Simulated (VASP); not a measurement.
Set up this calculation in VASP 6.6.1, as the native input.

```yaml
Task: relaxation of cell and atoms
Functional: PBE
Potentials_or_basis: VASP PAW PBE potentials, release 64 (In_d)
Cutoff: 600 eV
k_mesh: 15 × 15 × 14
Occupations: fermi-dirac, width 0.08 eV
Spin: no spin polarisation
Target_pressure: 28 GPa
Dipole_correction: no
Further_INCAR_settings: ALGO = Normal; EDIFF = 1e-06; IBRION = 2; EDIFFG = -0.005; NSW = 32; ISIF = 3
```

The structure of In lies in POSCAR:

```
In
1.0
    2.9035975863      0.0000000000      0.0000000000
   -1.4517987931      2.5145892721      0.0000000000
    0.0000000000      0.0000000000      2.7596321828
In
1
Direct
    0.0000000000      0.0000000000      0.0000000000
```

The input as run:

INCAR

```
  PREC = Accurate
  ENCUT = 600
  EDIFF = 1E-6
  ISMEAR = -1
  SIGMA = 0.08
  LREAL = F
  LASPH = T
  NELM = 100
  ALGO = Normal
  ISIF = 3
  LWAVE = F
  LCHARG = F
  GGA = PE
  IBRION = 2
  NSW = 32
  EDIFFG = -0.005
  PSTRESS = 280.0
```

KPOINTS

```
Automatic mesh
0
Gamma
  15 15 14
```

Potentials or basis: VASP PAW PBE potentials, release 64 (In_d).

Launch:

```sh
$ cat potpaw_PBE.64/In_d/POTCAR > POTCAR
$ mpirun -np 1 vasp_std > vasp.out
```

Results of the run:

The pressure after relaxing is 28.0 GPa.

Caveat: the relaxation stopped at its first step, so nothing moved; the cell is relaxed towards a set pressure, so the enthalpy falls and the energy may rise.

Run time: 9.7 s on 1 thread of Intel(R) Xeon(R) 6975P-C (Granite Rapids), with other jobs on the host, peak memory 0.18 GiB.
